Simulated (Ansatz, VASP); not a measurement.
# BP in VASP and in Ansatz

```
B P
1.0
     0.00000    2.24538    2.24538
     2.24538    0.00000    2.24538
     2.24538    2.24538    0.00000
B P
1 1
Direct
  0.00000 0.00000 0.00000
  0.25000 0.25000 0.25000
```

Alike in both runs: task single point; functional LDA; k mesh 10 × 10 × 10; occupations gaussian, width 0.02 eV; no spin polarisation.

|  | VASP | Ansatz |
| --- | --- | --- |
| version | VASP 6.6.1 | Ansatz 0.2.0 |
| potentials or method | VASP PAW LDA potentials, release 64 (B, P), cutoff 500 eV | scalar-relativistic, plane waves, PAW |
| valence electrons in the cell | 8 | 8 |

Ansatz gave:

```
gap on the k mesh at the Fermi level (eV) : 1.15
least direct gap on the mesh (eV)         : 3.43
pressure (GPa)                            : 0.0
```

Q: What did VASP give for the same quantities?

A: gap on the k mesh at the Fermi level (eV): 1.15; least direct gap on the mesh (eV): 3.43; pressure (GPa): -0.1.

Ansatz warns that its potentials were made for another functional, while VASP's fit it. LDA's correlation is that of Perdew and Zunger in VASP and of Perdew and Wang (1992) in Ansatz.
